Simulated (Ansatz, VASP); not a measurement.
**Two plane-wave programs on Al3C2**

```
Al C
1.0
     5.18640    0.00000    0.00000
    -2.59320    4.49156    0.00000
     0.00000    0.00000    5.24125
Al C
6 4
Direct
  0.33262 0.04257 0.25000
  0.66738 0.95743 0.75000
  0.95743 0.29005 0.25000
  0.04257 0.70995 0.75000
  0.70995 0.66738 0.25000
  0.29005 0.33262 0.75000
  0.33333 0.66667 0.25000
  0.66667 0.33333 0.75000
  0.00000 0.00000 0.00000
  0.00000 0.00000 0.50000
```

Change from the starting cell: species swapped into the Tm3Ru2 type (P6_3/m, No. 176).

Alike in both runs: functional PBE; k mesh 12 × 12 × 8; occupations gaussian, width 0.1 eV; no spin polarisation.

Ansatz relaxed the structure, and its values are those at the end. VASP's run is a single point on that final structure, the one shown.

```csv
,VASP,Ansatz
version,VASP 6.6.1,Ansatz 0.2.0
potentials or method,"VASP PAW PBE potentials, release 64 (Al, C), cutoff 520 eV","scalar-relativistic, plane waves, PAW"
valence electrons in the cell,34,34
```

|  | VASP | Ansatz | Ansatz less VASP |
| --- | --- | --- | --- |
| gap on the k mesh at the Fermi level (eV) | none | none | - |
| pressure (GPa) | -0.1 | 0.0 | +0.06 |

A gap of «none» marks a metal or a gap that the smearing closes.
